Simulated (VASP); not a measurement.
Runs of VASP 6.6.1 on Ru. The structure is that of space group P6_3/mmc (No. 194), or close to it. The cells are those of the table. 

```csv
task,spin,cell,k mesh,cutoff (eV),smearing,gap on the mesh (eV),pressure (GPa)
single point,off,"a = 2.693, b = 2.693, c = 4.243 Å, angles 90.0, 90.0, 120.0°, 2 atoms",13 × 13 × 8,520,fermi-dirac 0.1 eV,none,0.0
single point,off,"a = 2.657, b = 2.657, c = 4.186 Å, angles 90.0, 90.0, 120.0°, 2 atoms",22 × 22 × 12,520,fermi-dirac 0.1 eV,none,(a)
single point,off,"a = 2.619, b = 2.619, c = 4.127 Å, angles 90.0, 90.0, 120.0°, 2 atoms",22 × 22 × 12,520,fermi-dirac 0.1 eV,none,35.4
single point,off,"a = 2.693, b = 2.693, c = 4.243 Å, angles 90.0, 90.0, 120.0°, 2 atoms",22 × 22 × 12,520,fermi-dirac 0.1 eV,none,-0.1
relaxation of cell and atoms,off,"relaxed from a = 2.704, b = 2.704, c = 4.282 Å, angles 90.0, 90.0, 120.0°, 2 atoms",13 × 13 × 8,600,fermi-dirac 0.1 eV,none,0.0
single point,off,"a = 2.581, b = 2.581, c = 4.066 Å, angles 90.0, 90.0, 120.0°, 2 atoms",22 × 22 × 12,520,fermi-dirac 0.1 eV,none,60.4
single point,"collinear, ferromagnetic start","a = 2.694, b = 2.694, c = 4.240 Å, angles 90.0, 90.0, 120.0°, 2 atoms",22 × 22 × 12,520,fermi-dirac 0.05 eV,none,-0.1
```

Alike in all rows: level PBEsol; potentials or basis VASP PAW PBE potentials, release 64 (Ru_pv).

Question: Estimate the missing entries.

Answer: (a) 15.6.

Caveats: the PAW data sets were made with another functional, which shifts forces and pressure a little.

A k mesh can miss the band edges, and the runs leave out spin-orbit coupling on Ru.

A gap of «none» marks levels without a gap at the run's occupations.
